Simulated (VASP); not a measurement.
A run of VASP 6.6.1 is set up as follows.

INCAR

```
PREC = Accurate ; ENCUT = 520
EDIFF = 1E-7 ; ISMEAR = -1
SIGMA = 0.05 ; LREAL = False
LASPH = True ; NELM = 80
ALGO = Normal ; ISIF = 2
LWAVE = False ; LCHARG = True
GGA = PS ; LELF = True
LVHAR = True ; NBANDS = 27
```

The input KPOINTS:

```
Automatic mesh
0
Gamma
  6 6 5
```

The input POSCAR:

```
InSe
1.0
    5.8263928781     -2.0546489550      0.0000000000
    5.8263928781      2.0546489550      0.0000000000
   -1.7232330140      0.0000000000      4.6759209005
In Se
2 2
Direct
    0.8882032500      0.8882032500      0.0468413600
    0.1117967500      0.1117967500      0.9531586400
    0.6609275900      0.6609275900      0.6689556200
    0.3390724100      0.3390724100      0.3310443800
```

Potentials or basis: VASP PAW PBE potentials, release 64 (In_d, Se).

Run with:

```sh
$ cat potpaw_PBE.64/In_d/POTCAR potpaw_PBE.64/Se/POTCAR > POTCAR
$ mpirun -np 1 vasp_std > vasp.out
```

Task: What does it give for the largest force?

Result: 0.306 eV/Å.

Task: Estimate the band gap on the k mesh.

Result: 1.28 eV (least direct gap 1.40 eV).

Task: What does it give for the pressure?

Result: -0.3 GPa.

Stress tensor (GPa, compression positive):
```
-0.70  0.00  0.33
 0.00 -0.27  0.00
 0.33  0.00  0.19
```

Caveat: the PAW data sets were made with another functional, which shifts forces and pressure a little; spin-orbit coupling is left out, which moves the levels of the heavy elements; an odd mesh through Γ misses points on the zone boundary, where band edges can lie.
